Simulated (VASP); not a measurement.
Wanted: the native input for a VASP 6.6.1 run.

```yaml
Task: single point
Functional: PBE
Potentials_or_basis: VASP PAW PBE potentials, release 64 (Pd)
Cutoff: 520 eV
k_mesh: 2 × 2 × 2
Occupations: gaussian, width 0.1 eV
Spin: no spin polarisation
Dipole_correction: no
Further_INCAR_settings: ALGO = Normal; EDIFF = 1e-06; NBANDS = 44
```

The structure of Pd (a cell with a defect) lies in POSCAR:

```
Pd
1.0
    0.0000000000      3.8930000000      3.8930000000
    3.8930000000      0.0000000000      3.8930000000
    3.8930000000      3.8930000000      0.0000000000
Pd
7
Direct
    0.0000000000      0.0000000000      0.0000000000
    0.0000000000      0.5000000000      0.0000000000
    0.0000000000      0.5000000000      0.5000000000
    0.5000000000      0.0000000000      0.0000000000
    0.5000000000      0.0000000000      0.5000000000
    0.5000000000      0.5000000000      0.0000000000
    0.5000000000      0.5000000000      0.5000000000
```

The input as run:

INCAR

```
SYSTEM = Pd
PREC     = Accurate       ! precision mode
ENCUT    = 520            ! plane-wave cutoff, eV
EDIFF    = 1E-6           ! SCF threshold, eV
ISMEAR   = 0              ! smearing method
SIGMA    = 0.1            ! smearing width, eV
LREAL    = .False.        ! projectors in reciprocal space
LASPH    = .True.         ! aspherical terms in the spheres
NELM     = 60             ! most SCF steps
ALGO     = Normal         ! electronic algorithm
ISIF     = 2              ! what is computed and relaxed
LWAVE    = .False.        ! write WAVECAR
LCHARG   = .False.        ! write CHGCAR
GGA      = PE             ! functional
NBANDS   = 44             ! bands
```

KPOINTS

```
Automatic mesh
0
Gamma
  2 2 2
  0 0 0
```

Potentials or basis: VASP PAW PBE potentials, release 64 (Pd).

Command:

```console
$ cat potpaw_PBE.64/Pd/POTCAR > POTCAR
$ mpirun -np 1 vasp_std > vasp.out
```

It gave:

| Item | Value |
| --- | --- |
| Pressure | -3.5 GPa |
| Band gap on the k mesh | zero (band 35 reaches 8.20 eV, above the bottom of band 36 at 7.32 eV) |

Caveat: the k points lie up to 0.70 Å⁻¹ apart.

Wall time 17 s on 1 thread of Intel(R) Xeon(R) 6975P-C (Granite Rapids), with other jobs on the host, peak memory 0.23 GiB.
